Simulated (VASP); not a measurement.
# HgS: single point with BLYP

The system is HgS.

```xyz
2
Lattice="0.0000 2.9290 2.9290 2.9290 0.0000 2.9290 2.9290 2.9290 0.0000" Properties=species:S:1:pos:R:3 pbc="T T T"
Hg    0.0000    0.0000    0.0000
S     4.3935    4.3935    4.3935
```

- Program: VASP 6.6.1
- Task: single point
- Functional: BLYP
- Potentials or basis: VASP PAW PBE potentials, release 64 (Hg, S)
- Cutoff: 500 eV
- k mesh: 8 × 8 × 8
- Occupations: gaussian, width 0.05 eV
- Spin: no spin polarisation

```yaml
Pressure: 8.7 GPa
Band_gap_on_the_k_mesh: zero (filled and empty bands touch)
```

Levels at points of the mesh, in eV from the Fermi level:
| k point | band 6 | band 7 | band 8 | band 9 | band 10 | band 11 | band 12 | band 13 |
| --- | --- | --- | --- | --- | --- | --- | --- | --- |
| (0.00, 0.00, 0.00) | -6.21 | -0.51 | -0.02 | -0.02 | -0.02 | 6.05 | 6.05 | 6.05 |
| (0.50, 0.00, 0.00) | -5.81 | -5.49 | -0.98 | -0.98 | 1.58 | 6.79 | 6.79 | 6.95 |
| (0.50, 0.50, 0.00) | -5.79 | -4.86 | -2.32 | -2.32 | 3.21 | 3.49 | 8.59 | 10.20 |

Run time: 25 s on 1 thread of Intel Xeon 6975P-C, on a shared host, peak memory 0.18 GiB.

Caveat: the PAW data sets were made with another functional, which shifts forces and pressure a little; spin-orbit coupling is left out, which moves the levels of the heavy elements.
